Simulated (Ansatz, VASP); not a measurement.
# Yb, level by level in two programs

```
Yb
1.0
    -2.15148    2.15148    2.15148
     2.15148   -2.15148    2.15148
     2.15148    2.15148   -2.15148
Yb
1
Direct
  0.00000 0.00000 0.00000
```

Single points on this cell with VASP 6.6.1 and Ansatz 0.2.0. Each row is one pair of runs. Alike in all rows: VASP's potentials, cutoff: VASP PAW PBE potentials, release 64 (Yb), 520 eV; Ansatz's potentials, cutoff: Ansatz PAW, 420 eV.

```tsv
level	spin	k mesh	smearing	pressure (GPa), VASP	pressure (GPa), Ansatz
PBEsol	collinear, typed start	9 × 9 × 9	gaussian, width 0.05 eV	-4.2	-3.4
PBE	off	9 × 9 × 9	fermi-dirac, width 0.05 eV	-	-
PBE	collinear, zero start	7 × 7 × 7	fermi-dirac, width 0.05 eV	?	-2.2
PBE	collinear, typed start	7 × 7 × 7	fermi-dirac, width 0.05 eV	-2.4	-2.0
```

Q: Fill in what VASP gave in row 3.

A: Pressure (GPa): -1.7.

Spin-orbit coupling is off throughout.
